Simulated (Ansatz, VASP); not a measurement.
# Two plane-wave programs on Ca

```
Ca
1.0
     3.74384    0.00000    0.00000
    -1.24795    3.52973    0.00000
     0.00000    0.00000   24.17050
Ca
4
Cartesian
  1.2479 1.7649 7.6453
  0.0000 0.0000 10.5739
  1.2479 1.7649 13.5966
  0.0000 0.0000 16.5252
```

Alike in both runs: functional PBEsol; k mesh 10 × 10 × 1; occupations gaussian, width 0.1 eV; no spin polarisation.

Ansatz relaxed the structure, and its values are those at the end. VASP's run is a single point on that final structure, the one shown.

|  | VASP | Ansatz |
| --- | --- | --- |
| version | VASP 6.6.1 | Ansatz 0.2.0 |
| potentials or method | VASP PAW PBE potentials, release 64 (Ca_sv), cutoff 400 eV | scalar-relativistic, plane waves, PAW |
| valence electrons in the cell | 40 | 40 |

|  | VASP | Ansatz | Ansatz less VASP |
| --- | --- | --- | --- |
| gap on the k mesh at the Fermi level (eV) | none | none | - |
| work function, face that differs most (eV) | 2.78 | 2.79 | +0.004 |

VASP's potentials were made for PBE, not for PBEsol. A gap of «none» marks a metal or a gap that the smearing closes. Ansatz's warnings: vacuum density over bound.
